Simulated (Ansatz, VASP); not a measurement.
## Two plane-wave programs on NaY16

```
Y Na
1.0
    -3.65000   -6.32198    0.00000
     5.47500   -3.16099    0.00000
     0.00000    0.00000   11.46830
Y Na
16 1
Direct
  0.74460 0.48196 0.98471
  0.47489 0.31153 0.23968
  0.70161 0.49322 0.45376
  0.52025 0.35970 0.72765
  0.46293 0.02720 0.99784
  0.22544 0.82785 0.27414
  0.48851 0.98198 0.50942
  0.25561 0.80058 0.75306
  0.26087 0.53070 0.01509
  0.97872 0.33109 0.23945
  0.23947 0.46272 0.49044
  0.09024 0.25740 0.79615
  0.98939 0.96780 0.02238
  0.71830 0.82791 0.24011
  0.96672 0.02396 0.51380
  0.72957 0.91210 0.78122
  0.90902 0.57058 0.66003
```

Alike in both runs: functional PBE; k mesh 2 × 2 × 1; occupations fermi-dirac, width 0.1 eV; no spin polarisation.

Ansatz relaxed the structure, and its values are those at the end. VASP's run is a single point on that final structure, the one shown.

```csv
,VASP,Ansatz
version,VASP 6.6.1,Ansatz 0.2.0
potentials or method,"VASP PAW PBE potentials, release 64 (Y_sv, Na_pv), cutoff 520 eV","scalar-relativistic, plane waves, PAW"
valence electrons in the cell,183,185
```

|  | VASP | Ansatz | Ansatz less VASP |
| --- | --- | --- | --- |
| rms of the force components (eV/Å) | 0.017 | 0.017 | +0.0003 |

VASP's potentials hold 183 valence electrons a cell and Ansatz's 185, so a difference there can come from the potentials and not from the codes.

The k mesh is coarse, so the values compare programs but aren't converged.
